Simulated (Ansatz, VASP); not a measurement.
One calculation of YZr, two programs

The input INCAR:

```
ALGO = Normal ; EDIFF = 1E-6
ENCUT = 520 ; GGA = CA
ISIF = 2 ; ISMEAR = 0
LASPH = True ; LCHARG = False
LREAL = False ; LWAVE = False
NBANDS = 18 ; NELM = 100
PREC = Accurate ; SIGMA = 0.15
```

File KPOINTS:

```
k-points
0
Gamma
  18 18 10
```

The input POSCAR:

```
YZr
1.0
    3.4235833799      0.0000000000      0.0000000000
   -1.7117916900      2.9649101790      0.0000000000
    0.0000000000      0.0000000000      5.8077810250
Y Zr
1 1
Direct
    0.6666666667      0.3333333333      0.5000000000
    0.3333333333      0.6666666667      0.0000000000
```

Input for Ansatz:

```yaml
crystal:
  lattice:
    - [3.4235833799, 0.0, 0.0]
    - [-1.71179169, 2.964910179, 0.0]
    - [0.0, 0.0, 5.807781025]
  atoms:
    - { symbol: "Y", position: [0.6666666667, 0.3333333333, 0.5] }
    - { symbol: Zr, position: [0.3333333333, 0.6666666667, 0.0] }
basis:
  ecutwfc: 420
kpoints:
  mp_grid: { grid: [18, 18, 10] }
hamiltonian:
  xc: lda
scf:
  occupations: { method: gaussian, width: 0.15 }
output:
  forces: true
  stress: true
  eigenvalues: true
```

Change from the starting cell: strain +0.0750 x Voigt [0, 0, 1, 0, 0, 0], atoms carried along.

Alike in both runs: task single point; functional LDA; k mesh 18 × 18 × 10; occupations gaussian, width 0.15 eV; no spin polarisation.

```csv
,VASP,Ansatz
version,VASP 6.6.1,Ansatz 0.2.0
potentials or method,"VASP PAW LDA potentials, release 64 (Y_sv, Zr_sv), cutoff 520 eV","scalar-relativistic, plane waves, PAW"
valence electrons in the cell,23,23
```

|  | VASP | Ansatz | Ansatz less VASP |
| --- | --- | --- | --- |
| gap on the k mesh at the Fermi level (eV) | none | none | - |
| pressure (GPa) | -8.7 | -8.7 | +0.05 |
| traceless stress, the component that is largest in VASP (GPa) | -2.62 | -2.64 | -0.021 |

LDA's correlation is that of Perdew and Zunger in VASP and of Perdew and Wang (1992) in Ansatz. A gap of «none» marks a metal or a gap that the smearing closes.
